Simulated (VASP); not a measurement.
Write the native input for VASP 6.6.1 that does the following.

```yaml
Task: single point
Functional: LDA
Potentials_or_basis: VASP PAW LDA potentials, release 64 (C_h)
Cutoff: 1300 eV
k_mesh: 12 × 12 × 12
Occupations: gaussian, width 0.05 eV
Spin: no spin polarisation
Dipole_correction: no
Further_INCAR_settings: ALGO = Normal; EDIFF = 1e-06; NBANDS = 11
```

The structure of C lies in POSCAR:

```
C
1.0
    0.0000000000      2.0107707089      1.6730671760
    1.6134724349      0.0000000000      1.6730671760
    1.6134724349      2.0107707089      0.0000000000
C
2
Direct
    0.5000000000      0.5000000000      0.5000000000
    0.7500000000      0.7500000000      0.7500000000
```

This cell differs from its parent crystal: strain +e along x and -e along y -0.1125, strain +e along z and -e/2 along x and y -0.0525.

The input as run:

INCAR

```
SYSTEM = C
ALGO = Normal
EDIFF = 1E-6
ENCUT = 1300
GGA = CA
GGA_COMPAT = .FALSE.
ISIF = 2
ISMEAR = 0
LASPH = .TRUE.
LCHARG = .FALSE.
LREAL = .FALSE.
LWAVE = .FALSE.
NBANDS = 11
NELM = 120
PREC = Accurate
SIGMA = 0.05
```

KPOINTS

```
k-points
0
G
  12 12 12
  0 0 0
```

Potentials or basis: VASP PAW LDA potentials, release 64 (C_h).

Launch:

```bash
$ cat potpaw_LDA.64/C_h/POTCAR > POTCAR
$ mpirun -np 1 vasp_std > vasp.out
```

Results of the run:

The pressure is 9.1 GPa. The band gap on the k mesh is 0.99 eV (least direct gap 3.57 eV).

Caveat: the cell differs from its parent crystal (strain +e along x and -e along y -0.1125, strain +e along z and -e/2 along x and y -0.0525); the stress differs along the axes, from -145 to 96 GPa.

It took 32 s on 1 thread of Intel(R) Xeon(R) 6975P-C (Granite Rapids) (shared host), peak memory 0.21 GiB.
